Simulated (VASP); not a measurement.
Wanted: the native input for a VASP 6.6.1 run.

```yaml
Task: relaxation of cell and atoms
Functional: LDA
Potentials_or_basis: VASP PAW LDA potentials, release 64 (Sc_sv, Ga_d)
Cutoff: 600 eV
k_mesh: 10 × 10 × 10
Occupations: fermi-dirac, width 0.15 eV
Spin: no spin polarisation
Dipole_correction: no
Further_INCAR_settings: ALGO = Fast; EDIFF = 1e-06; IBRION = 2; EDIFFG = -0.001; NSW = 80; ISIF = 3
```

The structure of ScGa3 lies in POSCAR:

```
ScGa3
1.0
    3.9983071589      0.0000000000      0.0000000000
    0.0000000000      3.9983071589      0.0000000000
    0.0000000000      0.0000000000      3.9983071589
Sc Ga
1 3
Direct
    0.0000000000      0.0000000000      0.0000000000
    0.0000000000      0.5000000000      0.5000000000
    0.5000000000      0.0000000000      0.5000000000
    0.5000000000      0.5000000000      0.0000000000
```

These files were run (other wordings do the same):

INCAR

```
SYSTEM = ScGa3
ALGO = Fast ; EDIFF = 1E-6
EDIFFG = -0.001 ; ENCUT = 600
IBRION = 2 ; ISIF = 3
ISMEAR = -1 ; LASPH = .TRUE.
LCHARG = .FALSE. ; LREAL = .FALSE.
LWAVE = .FALSE. ; NELM = 60
NSW = 80 ; PREC = Accurate
SIGMA = 0.15
```

KPOINTS

```
k-points
0
G
  10 10 10
  0 0 0
```

Potentials or basis: VASP PAW LDA potentials, release 64 (Sc_sv, Ga_d).

Launch:

```sh
$ cat potpaw_LDA.64/Sc_sv/POTCAR potpaw_LDA.64/Ga_d/POTCAR > POTCAR
$ mpirun -np 1 vasp_std > vasp.out
```

It gave:

The relaxed volume is 16.04 Å³/atom, the relaxed cell is a = 4.003 Å, b = 4.003 Å, c = 4.003 Å, α = 90.00°, β = 90.00°, γ = 90.00° and the space group after relaxing (to 0.1 Å) is Pm-3m (No. 221). The energy gained by relaxing is 0.1 meV/atom. The ionic steps are 22. The pressure after relaxing is 0.0 GPa. The band gap on the k mesh is zero (bands 25 and 26 overlap by 3.63 eV).

Wall time 14 min on 1 thread of Intel Xeon 8259CL, on a shared host, peak memory 0.25 GiB.
